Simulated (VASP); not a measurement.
Runs of VASP 6.6.1 on BaHfO3. The structure is that of space group Pm-3m (No. 221), or close to it. The cells are those of the table. 

```tsv
level	spin	cell	k mesh	grid for exact exchange (PRECFOCK)	share of exact exchange	screening parameter	gap on the mesh (eV)	pressure (GPa)	moment (μB)
r2SCAN	non-collinear, zero start, SOC	a = 4.052 Å, 5 atoms	6 × 6 × 6	-	-	-	-	(b)	0.00
HSE06	off	a = 4.135 Å, 5 atoms	4 × 4 × 4	Fast	0.25	0.2079 1/Å	5.11	3.9	-
HSE06	off	a = 4.177 Å, 5 atoms	4 × 4 × 4	Fast	0.25	0.2079 1/Å	(a)	-1.5	-
HSE06	off	a = 4.010 Å, 5 atoms	4 × 4 × 4	Fast	0.25	0.2079 1/Å	(c)	25.6	-
r2SCAN	non-collinear, zero start, SOC	a = 4.010 Å, 5 atoms	6 × 6 × 6	-	-	-	-	27.0	0.00
```

Alike in all rows: task single point; potentials or basis VASP PAW PBE potentials, release 64 (Ba_sv, Hf_pv, O); cutoff (eV) 520; smearing gaussian 0.01 eV.

Q: Fill in the values left out.

A: (a) 5.05; (b) 18.7; (c) 5.29.

Caveats: the PAW data sets were made with another functional, which shifts forces and pressure a little; the cell stands under pressure (at least some runs); spin-orbit coupling is left out, which moves the levels of the heavy elements (at least some runs).

A k mesh can miss the band edges, and rows without SOC leave out spin-orbit coupling on Ba, Hf.
